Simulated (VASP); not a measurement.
Wanted: the native input for a VASP 6.6.1 run.

| Quantity | Value |
| --- | --- |
| Task | single point |
| Functional | PBE |
| Potentials or basis | VASP PAW PBE potentials, release 64 (C) |
| Cutoff | 520 eV |
| k mesh | 18 × 18 × 6 |
| Occupations | gaussian, width 0.15 eV |
| Spin | no spin polarisation |
| Dipole correction | no |
| Further INCAR settings | ALGO = Normal; EDIFF = 1e-06; NBANDS = 16 |

The structure of C lies in POSCAR:

```
C
1.0
    1.2908711330     -2.1858142842      0.0000000000
    1.2908711330      2.1858142842      0.0000000000
    0.0000000000      0.0000000000      8.7070207245
C
4
Direct
    0.0833329406      0.9166670594      0.7503043452
    0.5833329406      0.4166670594      0.2496956548
    0.9166670594      0.0833329406      0.2496956548
    0.4166670594      0.5833329406      0.7503043452
```

This cell differs from its parent crystal: normal strain along x +0.0467, normal strain along y +0.0233.

The input as run:

INCAR

```
PREC = Accurate
ENCUT = 520
EDIFF = 1E-6
ISMEAR = 0
SIGMA = 0.15
LREAL = F
LASPH = T
NELM = 100
ALGO = Normal
ISIF = 2
LWAVE = F
LCHARG = F
GGA = PE
NBANDS = 16
```

KPOINTS

```
Automatic mesh
0
Gamma
  18 18 6
```

Potentials or basis: VASP PAW PBE potentials, release 64 (C).

The run is started by

```sh
$ cat potpaw_PBE.64/C/POTCAR > POTCAR
$ mpirun -np 1 vasp_std > vasp.out
```

It gave:

The pressure is -18.4 GPa. The largest force is 0.059 eV/Å.

Caveat: the cell differs from its parent crystal (normal strain along x +0.0467, normal strain along y +0.0233); the stress differs along the axes, from -34 to -0 GPa; this functional lacks dispersion, which binds layers or chains, so the pressure and a relaxed spacing across them are unreliable.

It took 100 s on 1 thread of Intel(R) Xeon(R) 6975P-C (Granite Rapids), with other jobs on the host, peak memory 0.31 GiB.
